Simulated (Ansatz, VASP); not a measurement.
**One calculation of BaS, two programs**

File INCAR:

```
SYSTEM = BaS
  PREC = Accurate
  ENCUT = 520
  EDIFF = 1E-8
  ISMEAR = -1
  SIGMA = 0.02
  LREAL = .FALSE.
  LASPH = .TRUE.
  NELM = 100
  ALGO = Normal
  ISIF = 2
  LWAVE = .FALSE.
  LCHARG = .FALSE.
  GGA = PS
  LEFG = .TRUE.
  NBANDS = 15
```

Contents of KPOINTS:

```
regular mesh
0
G
  8 8 8
  0 0 0
```

Contents of POSCAR:

```
BaS
1.0
    0.0000000000      3.2576250000      3.1937500000
    3.2576250000      0.0000000000      3.1937500000
    3.2576250000      3.2576250000      0.0000000000
Ba S
1 1
Direct
    0.0000000000      0.0000000000      0.0000000000
    0.5000000000      0.5000000000      0.5000000000
```

Input for Ansatz:

```yaml
crystal:
  lattice:
    - [0.0, 3.257625, 3.19375]
    - [3.257625, 0.0, 3.19375]
    - [3.257625, 3.257625, 0.0]
  atoms:
    - { symbol: Ba, position: [0.0, 0.0, 0.0] }
    - { symbol: S, position: [0.5, 0.5, 0.5] }
kpoints:
  mp_grid: { grid: [8, 8, 8] }
scf:
  occupations: { method: fermi_dirac, width: 0.02 }
hamiltonian:
  xc: pbesol
  pseudopotentials: { kind: all_electron, datasets: crystal }
output:
  forces: true
  stress: true
  eigenvalues: true
  efg: { contact_densities: true }
```

Change from the starting cell: equal xx and yy strain of +2 %, crystal datasets.

Alike in both runs: task electric field gradients; functional PBEsol; k mesh 8 × 8 × 8; occupations fermi-dirac, width 0.02 eV; no spin polarisation.

|  | VASP | Ansatz |
| --- | --- | --- |
| version | VASP 6.6.1 | Ansatz 0.2.0 |
| potentials or method | VASP PAW PBE potentials, release 64 (Ba_sv, S), cutoff 520 eV | all-electron PAW with datasets made for the crystal, scalar-relativistic |

```csv
,VASP,Ansatz,Ansatz less VASP
gap on the k mesh at the Fermi level (eV),2.00,2.09,+0.094
pressure (GPa),-2.1,-2.6,-0.54
"traceless stress, the component that is largest in VASP (GPa)",0.91,0.82,-0.095
size of Vzz on the site where it differs most (V/Å²),24.8,23.6,-1.16
```

VASP's potentials were made for PBE, not for PBEsol. Ansatz ran all-electron here, and VASP with PAW potentials.

Spin-orbit coupling is off throughout.
